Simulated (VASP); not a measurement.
# CoSi (Pm-3m) in VASP: notebook

Runs on CoSi. Level: PBE. Tasks: single point.

Program: VASP 6.6.1. These are calculated values, not measurements. Logs are shortened: lines on timing, memory, paths and dates and some standing lists are left out, and cuts for length are marked.

## (1) The cell of the first run

The structure is cubic, space group Pm-3m (No. 221). The conventional cell has a = 2.781 Å, b = 2.781 Å, c = 2.781 Å, α = 90.00°, β = 90.00°, γ = 90.00°. Within 3.2 Å of Co (site symmetry m-3m) lie 8 Si at 2.41 Å and 6 Co at 2.78 Å. Si (site symmetry m-3m) has 8 Co at 2.41 Å and 6 Si at 2.78 Å within 3.2 Å.

## (2) Single point, PBE

The input, INCAR:

```
SYSTEM = CoSi
PREC = Accurate
ENCUT = 520
EDIFF = 1E-7
ISMEAR = -1
SIGMA = 0.03
LREAL = .False.
LASPH = .True.
NELM = 100
ALGO = Normal
ISIF = 2
LWAVE = .False.
LCHARG = .False.
GGA = PE
NBANDS = 14
```

The input, KPOINTS:

```
Automatic mesh
0
Gamma
  14 14 14
  0 0 0
```

The input, POSCAR:

```
CoSi
1.0
    2.7813340000      0.0000000000      0.0000000000
    0.0000000000      2.7813340000      0.0000000000
    0.0000000000      0.0000000000      2.7813340000
Co Si
1 1
Direct
    0.0000000000      0.0000000000      0.0000000000
    0.5000000000      0.5000000000      0.5000000000
```

Potentials or basis: VASP PAW PBE potentials, release 64 (Co, Si).

Run with:

```bash
$ cat potpaw_PBE.64/Co/POTCAR potpaw_PBE.64/Si/POTCAR > POTCAR
$ mpirun -np 1 vasp_std > vasp.out
```

OUTCAR:

```text
SYSTEM = CoSi
   PREC = Accurate
   ENCUT = 520
   EDIFF = 1E-7
   ISMEAR = -1
   LREAL = .False.
   LASPH = .True.
   NELM = 100
   ISIF = 2
   GGA = PE

 ion  position               nearest neighbor table
   1  0.000  0.000  0.000-   2 2.41   2 2.41   2 2.41   2 2.41   2 2.41   2 2.41   2 2.41   2 2.41

   2  0.500  0.500  0.500-   1 2.41   1 2.41   1 2.41   1 2.41   1 2.41   1 2.41   1 2.41   1 2.41

  LATTYP: Found a simple cubic cell.
 ALAT       =     2.7813340000

  Lattice vectors:

 A1 = (   2.7813340000,   0.0000000000,   0.0000000000)
 A2 = (   0.0000000000,   2.7813340000,   0.0000000000)
 A3 = (   0.0000000000,   0.0000000000,   2.7813340000)

Analysis of symmetry for initial positions (statically):
=====================================================================
 Subroutine PRICEL returns:
 Original cell was already a primitive cell.

 Routine SETGRP: Setting up the symmetry group for a
 simple cubic supercell.

 Subroutine GETGRP returns: Found 48 space group operations
 (whereof 48 operations were pure point group operations)
 out of a pool of 48 trial point group operations.

The static configuration has the point symmetry O_h .

Analysis of symmetry for dynamics (positions and initial velocities):
=====================================================================
 Subroutine PRICEL returns:
 Original cell was already a primitive cell.

 Routine SETGRP: Setting up the symmetry group for a
 simple cubic supercell.

 Subroutine GETGRP returns: Found 48 space group operations
 (whereof 48 operations were pure point group operations)
 out of a pool of 48 trial point group operations.

The dynamic configuration has the point symmetry O_h .

 Subroutine INISYM returns: Found 48 space group operations
 (whereof 48 operations are pure point group operations),
 and found     1 'primitive' translations

----------------------------------------------------------------------------------------

                                     Primitive cell

  volume of cell :      21.5159

  direct lattice vectors                    reciprocal lattice vectors
     2.781334000  0.000000000  0.000000000     0.359539703  0.000000000  0.000000000
     0.000000000  2.781334000  0.000000000     0.000000000  0.359539703  0.000000000
[... 92 lines left out ...]
   ISYM   =      2    0-nonsym 1-usesym 2-fastsym
   POTIM  = 0.5000    time-step for ionic-motion
   TEBEG  =    0.0;   TEEND  =   0.0 temperature during run
   PSTRESS=    0.0 pullay stress
   NELECT =      13.0000    total number of electrons
   NUPDOWN=      -1.0000    fix difference up-down
   EMIN   =  10.00;   EMAX   =-10.00  energy-range for DOS
   EFERMI =   0.00;   METHOD = LEGACY
   ISMEAR =    -1;   SIGMA  =   0.03  broadening in eV -4-tet -1-fermi 0-gaus
   EFERMI_NEDOS =   21; number of points for ismear=-14 and -15
   IALGO  =     38    algorithm
   IMIX   =      4    mixing-type and parameters
     AMIX     =   0.40;   BMIX     =  1.00
     AMIX_MAG =   1.60;   BMIX_MAG =  1.00
  volume/ion in A,a.u.               =      10.76        72.60
  Fermi-wavevector in a.u.,A,eV,Ry     =   1.384000  2.615381 26.061367  1.915456
  Thomas-Fermi vector in A             =   2.508545
   LORBIT       =      0    0 simple, 1 ext, 2 COOP (PROOUT), +10 PAW based schemes
   GGA     = PE    functional components
   LHFCALC =     F    Hartree Fock is set to
   AEXX    =    0.0000 exact exchange contribution
   IVDW    =     0    specifies the selected vdW correction
   LEPSILON=     F    determine dielectric tensor
   LRPA    =     F    only Hartree local field effects (RPA)
 non-spin polarized calculation
  energy-cutoff  :      520.00
  volume of cell :       21.52
 maximum number of plane-waves:       595
 NGX is ok and might be reduce to    24
   NGX = 11   NGY = 11   NGZ = 11

 number of electron      13.0000003 magnetization

 Free energy of the ion-electron system (eV)
  ---------------------------------------------------
  ext. energy  EPLUGINS =         0.00000000
  ---------------------------------------------------
  free energy    TOTEN  =       -13.26554844 eV

  energy without entropy =      -13.25926886  energy(sigma->0) =      -13.26240865

 E-fermi :  12.7168     XC(G=0): -12.9407

 val. band max:       12.7083330297   @ k =   0.3571   0.2857   0.0714
 cond. band min:      12.7234461825   @ k =   0.3571   0.2143   0.0714
 fundamental gap:      0.0151131528
 Fermi energy:        12.7167908856

 k-point     1 :       0.0000    0.0000    0.0000
  band No.  band energies     occupation
      1      -1.4149      2.00000
      2       9.0595      2.00000
      3       9.0595      2.00000
      4      11.5299      2.00000
      5      11.5299      2.00000
      6      11.5299      2.00000
      7      15.8228      0.00000
      8      15.8228      0.00000
      9      15.8228      0.00000
     10      20.4080      0.00000
     11      20.4080      0.00000
     12      24.9018      0.00000
     13      32.4827      0.00000
     14      32.4827      0.00000
[... 377 lines left out ...]
      1       1.6939      2.00000
      2       6.5873      2.00000
      3       9.0990      2.00000
      4      10.1993      2.00000
      5      10.5754      2.00000
      6      11.2238      2.00000
      7      12.6611      1.72982
      8      15.4120      0.00000
      9      19.7320      0.00000
     10      19.7949      0.00000
     11      22.6871      0.00000
     12      25.2955      0.00000
     13      27.9803      0.00000
     14      29.3774      0.00000

 [... further k-points ...]

------------------------ aborting loop because EDIFF is reached ----------------------------------------

  FORCE on cell =-STRESS in cart. coord.  units (eV):
  Direction    XX          YY          ZZ          XY          YZ          ZX
  --------------------------------------------------------------------------------------
  -------------------------------------------------------------------------------------
  Total       -0.0608115     -0.0608115     -0.0608115     -0.0000000     -0.0000000      0.0000000
  in kB       -4.5283169     -4.5283169     -4.5283169     -0.0000000     -0.0000000      0.0000000
  external PRESSURE =      -4.5283169 kB  Pullay stress =       0.0000000 kB

 VOLUME and BASIS-vectors are now :
 -----------------------------------------------------------------------------
  energy-cutoff  :      520.00
  volume of cell :       21.52
      direct lattice vectors                 reciprocal lattice vectors
     2.781334000  0.000000000  0.000000000     0.359539703  0.000000000  0.000000000
     0.000000000  2.781334000  0.000000000     0.000000000  0.359539703  0.000000000
     0.000000000  0.000000000  2.781334000     0.000000000  0.000000000  0.359539703

 POSITION                                       TOTAL-FORCE (eV/Angst)
 -----------------------------------------------------------------------------------
      0.00000      0.00000      0.00000         0.000000      0.000000      0.000000
      1.39067      1.39067      1.39067         0.000000      0.000000      0.000000
 -----------------------------------------------------------------------------------
    total drift:                               -0.000000      0.000000      0.000000

  FREE ENERGIE OF THE ION-ELECTRON SYSTEM (eV)
  ---------------------------------------------------
  free  energy   TOTEN  =       -13.2655484379 eV

  energy  without entropy=      -13.2592688564  energy(sigma->0) =      -13.26240865
```

OSZICAR:

```text
N       E                     dE             d eps       ncg     rms          rms(c)
DAV:   1     0.447308584798E+02    0.44731E+02   -0.54388E+03  3392   0.961E+02
DAV:   2    -0.126407776363E+02   -0.57372E+02   -0.52016E+02  3702   0.190E+02
DAV:   3    -0.146851941223E+02   -0.20444E+01   -0.20043E+01  4288   0.396E+01
DAV:   4    -0.147131000638E+02   -0.27906E-01   -0.27890E-01  3956   0.418E+00
DAV:   5    -0.147139230032E+02   -0.82294E-03   -0.82291E-03  4462   0.746E-01    0.142E+01
DAV:   6    -0.174914814730E+02   -0.27776E+01   -0.43192E+01  3804   0.917E+01    0.164E+01
DAV:   7    -0.132865939204E+02    0.42049E+01   -0.20745E+01  3930   0.630E+01    0.257E+00
DAV:   8    -0.132801122709E+02    0.64816E-02   -0.33596E-01  4078   0.431E+00    0.139E+00
DAV:   9    -0.132657898341E+02    0.14322E-01   -0.41684E-02  4604   0.272E+00    0.290E-01
DAV:  10    -0.132655669476E+02    0.22289E-03   -0.64997E-04  3836   0.228E-01    0.104E-01
DAV:  11    -0.132655554682E+02    0.11479E-04   -0.11577E-04  5194   0.110E-01    0.195E-02
DAV:  12    -0.132655495323E+02    0.59359E-05   -0.56093E-06  4628   0.187E-02    0.665E-03
DAV:  13    -0.132655483609E+02    0.11713E-05   -0.30217E-06  4680   0.173E-02    0.154E-03
DAV:  14    -0.132655484804E+02   -0.11946E-06   -0.11865E-07  2338   0.302E-03    0.827E-04
DAV:  15    -0.132655484379E+02    0.42547E-07   -0.25673E-08  2094   0.238E-03
   1 F= -.13265548E+02 E0= -.13262409E+02  d E =-.627958E-02
```

stdout:

```text
POSCAR found type information on POSCAR CoSi
 POSCAR found :  2 types and       2 ions
 scaLAPACK will be used
 LDA part: xc-table for (Slater+PW92), standard interpolation
 POSCAR, INCAR and KPOINTS ok, starting setup
 FFT: planning ... GRIDC
 FFT: planning ... GRID_SOFT
 FFT: planning ... GRID
 WAVECAR not read
 entering main loop
```

Wall time 21 s (1 thread of Intel Xeon Platinum 8259CL at 2.50GHz (Skylake/Cascade Lake), shared host); peak memory 0.16 GiB.

Results:

| Property | Result |
| --- | --- |
| Free energy | -13.2655 eV |
| Pressure | -0.5 GPa |
| Band gap on the k mesh | zero (an odd number of electrons rules out a gap without spin polarisation) |

Caveat: the run has no spin polarisation, though such a crystal can be magnetic.

## (3) Single point, PBE (11.30 Å³/atom)

This run uses another cell than the first one, of 11.30 Å³/atom.

The input, INCAR:

```
  PREC = Accurate
  ENCUT = 520
  EDIFF = 1E-6
  ISMEAR = -1
  SIGMA = 0.03
  LREAL = False
  LASPH = True
  NELM = 100
  ALGO = Normal
  ISIF = 2
  LWAVE = False
  LCHARG = False
  GGA = PE
  NBANDS = 14
```

The input, KPOINTS:

```
regular mesh
0
Gamma
  14 14 14
```

The input, POSCAR:

```
CoSi
1.0
    2.8269377447      0.0000000000      0.0000000000
    0.0000000000      2.8269377447      0.0000000000
    0.0000000000      0.0000000000      2.8269377447
Co Si
1 1
Direct
    0.0000000000      0.0000000000      0.0000000000
    0.5000000000      0.5000000000      0.5000000000
```

Potentials or basis: VASP PAW PBE potentials, release 64 (Co, Si).

Run with:

```bash
$ cat potpaw_PBE.64/Co/POTCAR potpaw_PBE.64/Si/POTCAR > POTCAR
$ mpirun -np 1 vasp_std > vasp.out
```

It took 21 s on 1 thread of Intel Xeon Platinum 8259CL at 2.50GHz (Skylake/Cascade Lake), shared host; peak memory 0.17 GiB.

The run converged. Its results:

```
Free energy            : -13.2287 eV
Pressure               : -10.1 GPa
Band gap on the k mesh : zero (an odd number of electrons rules out a gap without spin polarisation)
```

Levels at points of the mesh, in eV from the Fermi level:
```
           k point  band 4  band 5  band 6  band 7  band 8  band 9  band 10  band 11
(0.00, 0.00, 0.00)   -1.10   -1.10   -1.10    2.97    2.97    2.97     7.57     7.57
(0.50, 0.00, 0.00)   -2.32   -2.32   -0.95   -0.13    6.82    7.78     7.78     9.40
(0.50, 0.50, 0.00)   -3.55   -1.85   -1.85   -0.39    1.46    1.98     7.77    13.18
(0.50, 0.50, 0.50)   -1.88   -0.35   -0.35    1.52    1.52    1.52     3.51     3.51
```

Caveat: the cell stands under tension; the run has no spin polarisation, though such a crystal can be magnetic. Spin polarisation is off, so any magnetic state and its effect on volume and gap are missing.
